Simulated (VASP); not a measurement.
Write the native input for VASP 6.6.1 that does the following.

```yaml
Task: single point
Functional: PBE
Potentials_or_basis: VASP PAW PBE potentials, release 64 (Mg, O)
Cutoff: 520 eV
k_mesh: 6 × 6 × 6
Occupations: gaussian, width 0.05 eV
Spin: no spin polarisation
Dipole_correction: no
Further_INCAR_settings: ALGO = Normal; EDIFF = 1e-07; NBANDS = 26
```

The structure of MgO lies in POSCAR:

```
MgO
1.0
    1.4688622380      2.5441440255      2.6797873418
   -1.4688622380     -2.5441440255      2.6797873418
    4.4065867139     -2.5441440255      0.0000000000
Mg O
4 4
Direct
    0.4646246442      0.5353753558      0.0235835705
    0.2500000000      0.7500000000      0.5000000000
    0.7500000000      0.2500000000      0.5000000000
    0.0000000000      0.0000000000      0.0000000000
    0.7500000000      0.7500000000      0.3333333333
    0.5000000000      1.0000000000      0.8333333333
    0.0000000000      0.5000000000      0.8333333333
    0.2500000000      0.2500000000      0.3333333333
```

This cell differs from its parent crystal: atom 1 (Mg) moved -0.240 Å along Cartesian [0 1 0].

One way to write it, as run:

INCAR

```
SYSTEM = MgO
ALGO = Normal ; EDIFF = 1E-7
ENCUT = 520 ; GGA = PE
ISIF = 2 ; ISMEAR = 0
LASPH = .TRUE. ; LCHARG = .TRUE.
LELF = .TRUE. ; LREAL = .FALSE.
LVHAR = .TRUE. ; LWAVE = .FALSE.
NBANDS = 26 ; NELM = 100
PREC = Accurate ; SIGMA = 0.05
```

KPOINTS

```
k-points
0
G
  6 6 6
  0 0 0
```

Potentials or basis: VASP PAW PBE potentials, release 64 (Mg, O).

The run is started by

```console
$ cat potpaw_PBE.64/Mg/POTCAR potpaw_PBE.64/O/POTCAR > POTCAR
$ mpirun -np 1 vasp_std > vasp.out
```

Results of the run:

```
Pressure               : 0.3 GPa
Largest force          : 1.718 eV/Å
Band gap on the k mesh : 2.72 eV, indirect (least direct gap 2.90 eV)
```

Caveat: the cell differs from its parent crystal (atom 1 (Mg) moved -0.240 Å along Cartesian [0 1 0]); forces of over 1 eV/Å act on the atoms, so gaps and moduli don't describe the material at rest.

Run time: 68 s on 1 thread of Intel(R) Xeon(R) 6975P-C (Granite Rapids), on a shared host, peak memory 0.24 GiB.
